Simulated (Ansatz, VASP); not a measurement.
## Two plane-wave programs on H

File INCAR:

```
  ALGO = Normal
  EDIFF = 1E-6
  ENCUT = 400
  GGA = PS
  GGA_COMPAT = False
  ISIF = 2
  ISMEAR = 0
  LASPH = True
  LCHARG = True
  LELF = True
  LREAL = False
  LVHAR = True
  LWAVE = False
  NBANDS = 8
  NELM = 120
  NELMDL = -8
  PREC = Accurate
  SIGMA = 0.01
```

File KPOINTS:

```
k-points
0
Gamma
  1 1 1
```

Contents of POSCAR:

```
H
1.0
    8.0000000000      0.0000000000      0.0000000000
    0.0000000000      8.0000000000      0.0000000000
    0.0000000000      0.0000000000      8.0000000000
H
2
Direct
    0.5000000000      0.5000000000      0.4468750000
    0.5000000000      0.5000000000      0.5531250000
```

Input for Ansatz:

```yaml
crystal:
  lattice:
    - [8.0, 0.0, 0.0]
    - [0.0, 8.0, 0.0]
    - [0.0, 0.0, 8.0]
  atoms:
    - { symbol: H, position: [0.5, 0.5, 0.446875] }
    - { symbol: H, position: [0.5, 0.5, 0.553125] }
scf:
  occupations: { method: fixed }
output:
  forces: true
  stress: false
  eigenvalues: true
  write_density: true
  write_potential: true
  elf: true
  volumetric_format: npy
hamiltonian:
  xc: pbesol
basis:
  ecutwfc: 600
kpoints:
  mp_grid: { grid: [1, 1, 1] }
```

Alike in both runs: task single point; functional PBEsol; k mesh 1 × 1 × 1; no spin polarisation.

```csv
,VASP,Ansatz
version,VASP 6.6.1,Ansatz 0.2.0
potentials or method,"VASP PAW PBE potentials, release 64 (H), cutoff 400 eV","scalar-relativistic, plane waves, PAW"
occupations,"gaussian, width 0.01 eV",fixed
valence electrons in the cell,2,2
```

|  | VASP | Ansatz | Ansatz less VASP |
| --- | --- | --- | --- |
| gap on the k mesh at the Fermi level (eV) | 9.42 | 9.41 | -0.012 |
| rms of the force components (eV/Å) | 1.308 | 1.344 | +0.0363 |

VASP's potentials were made for PBE, not for PBEsol. Atom by atom the forces differ by 0.036 eV/Å (rms over components). Ansatz's warnings: xc potential rough in thin density.
